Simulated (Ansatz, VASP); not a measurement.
This is a calculation of Pb for VASP 6.6.1.

File POSCAR:

```
Pb
1.0
   -1.9392470115      1.9392470115      1.9392470115
    1.9392470115     -1.9392470115      1.9392470115
    1.9392470115      1.9392470115     -1.9392470115
Pb
1
Direct
    0.0000000000      0.0000000000      0.0000000000
```

INCAR.step1

```
SYSTEM = Pb
ALGO = Normal
EDIFF = 1E-4
ENCUT = 520
GGA = PE
ISMEAR = -1
LASPH = .TRUE.
LCHARG = .FALSE.
LREAL = .FALSE.
LWAVE = .TRUE.
NBANDS = 13
NELM = 80
PREC = Accurate
SIGMA = 0.05
```

The input INCAR.step2:

```
SYSTEM = Pb
ALGO = Normal
EDIFF = 1E-6
ENCUT = 520
ISIF = 2
ISMEAR = -1
ISTART = 1
LASPH = .TRUE.
LCHARG = .FALSE.
LMIXTAU = .TRUE.
LREAL = .FALSE.
LWAVE = .FALSE.
METAGGA = R2SCAN
NBANDS = 13
NELM = 80
PREC = Accurate
SIGMA = 0.05
```

Contents of KPOINTS:

```
k-points
0
G
  9 9 9
  0 0 0
```

Potentials or basis: VASP PAW PBE potentials, release 64 (Pb_d).

The run is started by

```bash
$ cat potpaw_PBE.64/Pb_d/POTCAR > POTCAR
$ cp INCAR.step1 INCAR
$ mpirun -np 1 vasp_std > vasp.out
$ cp INCAR.step2 INCAR
$ mpirun -np 1 vasp_std > vasp.out
```

Problem. Translate it to Ansatz 0.2.0. Potentials there: Ansatz PAW.

Solution. As run (the cutoff follows the program's own potentials):

File input.yaml:

```yaml
crystal:
  lattice:
    - [-1.9392470115, 1.9392470115, 1.9392470115]
    - [1.9392470115, -1.9392470115, 1.9392470115]
    - [1.9392470115, 1.9392470115, -1.9392470115]
  atoms:
    - { symbol: Pb, position: [0.0, 0.0, 0.0] }
hamiltonian:
  xc: r2scan
  pseudopotentials: { kind: paw }
kpoints:
  mp_grid: { grid: [9, 9, 9] }
scf:
  occupations: { method: fermi_dirac, width: 0.05 }
output:
  forces: true
  stress: true
  eigenvalues: true
```

Potentials or basis: Ansatz PAW.

Run with:

```sh
$ ansatz run input.yaml --threads 2 --pin off --max-ram 5632MiB --backend cpu --events-out ev --progress --plain --runs-dir out
```

Both were run:

|  | VASP | Ansatz | Ansatz less VASP |
| --- | --- | --- | --- |
| gap on the k mesh at the Fermi level (eV) | none | none | - |
| pressure (GPa) | 2.7 | 2.7 | -0.01 |

VASP's potentials were made for PBE, not for r2SCAN. A gap of «none» marks a metal or a gap that the smearing closes.

Spin-orbit coupling is off throughout.
